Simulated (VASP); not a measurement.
Set up this calculation in VASP 6.6.1, as the native input.

| Property | Result |
| --- | --- |
| Task | single point |
| Functional | PBE |
| Potentials or basis | VASP PAW PBE potentials, release 64 (Zn) |
| Cutoff | 520 eV |
| k mesh | 16 × 16 × 9 |
| Occupations | fermi-dirac, width 0.05 eV |
| Spin | no spin polarisation |
| Dipole correction | no |
| Further INCAR settings | ALGO = Normal; EDIFF = 1e-06; NBANDS = 19 |

The structure of Zn lies in POSCAR:

```
Zn
1.0
    2.2130912985      0.0000000000      0.0000000000
   -1.1065456493      1.9165932854      0.0000000000
    0.0000000000      0.0000000000      3.5528966831
Zn
2
Direct
    0.3333333333      0.6666666667      0.2500000000
    0.6666666667      0.3333333333      0.7500000000
```

These files were run (other wordings do the same):

INCAR

```
SYSTEM = Zn
  PREC = Accurate
  ENCUT = 520
  EDIFF = 1E-6
  ISMEAR = -1
  SIGMA = 0.05
  LREAL = .False.
  LASPH = .True.
  NELM = 100
  ALGO = Normal
  ISIF = 2
  LWAVE = .False.
  LCHARG = .False.
  GGA = PE
  NBANDS = 19
```

KPOINTS

```
regular mesh
0
Gamma
  16 16 9
  0 0 0
```

Potentials or basis: VASP PAW PBE potentials, release 64 (Zn).

The run is started by

```sh
$ cat potpaw_PBE.64/Zn/POTCAR > POTCAR
$ mpirun -np 1 vasp_std > vasp.out
```

Results of the run:

* Pressure: 292.4 GPa
* Band gap on the k mesh: zero (band 12 reaches 13.00 eV, above the bottom of band 13 at 10.68 eV)

It took 11 s on 1 thread of Intel Xeon 6975P-C, with other jobs on the host, peak memory 0.15 GiB.
